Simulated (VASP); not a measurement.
Wanted: the native input for a VASP 6.6.1 run.

```
Task                   : single point
Functional             : PBE
Potentials or basis    : VASP PAW PBE potentials, release 64 (Hf_pv, N, O)
Cutoff                 : 520 eV
k mesh                 : 14 × 14 × 10
Occupations            : gaussian, width 0.1 eV
Spin                   : no spin polarisation
Dipole correction      : no
Further INCAR settings : ALGO = Normal; EDIFF = 1e-07; NBANDS = 24
```

The structure of Hf2NO lies in POSCAR:

```
Hf2NO
1.0
    3.4864156679      0.0000000000      0.0000000000
    0.0000000000      3.4864156679      0.0000000000
    0.0000000000      0.0000000000      4.9516333224
Hf N O
2 1 1
Direct
    0.5000000000      0.0000000000      0.7381408795
    0.0000000000      0.5000000000      0.2618591205
    0.0000000000      0.0000000000      0.5000000000
    0.5000000000      0.5000000000      0.0000000000
```

The cell was generated, and may not be a known phase.

These files were run (other wordings do the same):

INCAR

```
ALGO = Normal
EDIFF = 1E-7
ENCUT = 520
GGA = PE
ISIF = 2
ISMEAR = 0
LASPH = True
LCHARG = False
LREAL = False
LWAVE = False
NBANDS = 24
NELM = 80
PREC = Accurate
SIGMA = 0.1
```

KPOINTS

```
k-points
0
Gamma
  14 14 10
```

Potentials or basis: VASP PAW PBE potentials, release 64 (Hf_pv, N, O).

The run is started by

```bash
$ cat potpaw_PBE.64/Hf_pv/POTCAR potpaw_PBE.64/N/POTCAR potpaw_PBE.64/O/POTCAR > POTCAR
$ mpirun -np 1 vasp_std > vasp.out
```

Results of the run:

The pressure is -1.5 GPa, the largest force is 0.016 eV/Å and the band gap on the k mesh is zero (an odd number of electrons rules out a gap without spin polarisation).

Caveat: spin-orbit coupling is left out, which moves the levels of the heavy elements; an odd number of electrons without spin polarisation forces a metal; a magnetic or distorted state may lie lower.

Wall time 2.5 min on 1 thread of Intel(R) Xeon(R) 6975P-C (Granite Rapids), with other jobs on the host, peak memory 0.4 GiB.
